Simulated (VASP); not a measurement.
Here is a VASP 6.6.1 calculation.

POSCAR

```
Pb
1.0
    0.0000000000      2.5225263162      2.5225263162
    2.5225263162      0.0000000000      2.5225263162
    2.5225263162      2.5225263162      0.0000000000
Pb
1
Direct
    0.0000000000      0.0000000000      0.0000000000
```

The input INCAR.step1:

```
SYSTEM = Pb
ALGO = Normal
EDIFF = 1E-4
ENCUT = 520
GGA = PE
ISMEAR = 0
LASPH = .True.
LCHARG = .False.
LREAL = .False.
LWAVE = .True.
NBANDS = 13
NELM = 80
PREC = Accurate
SIGMA = 0.1
```

The input INCAR.step2:

```
SYSTEM = Pb
ALGO = Normal
EDIFF = 1E-6
ENCUT = 520
ISIF = 2
ISMEAR = 0
ISTART = 1
LASPH = .True.
LCHARG = .False.
LMIXTAU = .True.
LREAL = .False.
LWAVE = .False.
METAGGA = R2SCAN
NBANDS = 13
NELM = 80
PREC = Accurate
SIGMA = 0.1
```

Contents of KPOINTS:

```
k-points
0
Gamma
  14 14 14
  0 0 0
```

Potentials or basis: VASP PAW PBE potentials, release 64 (Pb_d).

The run is started by

```sh
$ cat potpaw_PBE.64/Pb_d/POTCAR > POTCAR
$ cp INCAR.step1 INCAR
$ mpirun -np 1 vasp_std > vasp.out
$ cp INCAR.step2 INCAR
$ mpirun -np 1 vasp_std > vasp.out
```

(1) What does it give for the pressure?

(2) Estimate the band gap on the k mesh.

Answers

(1) -1.2 GPa.

(2) zero (bands 7 and 8 overlap by 8.74 eV).

Caveat: the PAW data sets were made with another functional, which shifts forces and pressure a little; spin-orbit coupling is left out, which moves the levels of the heavy elements.
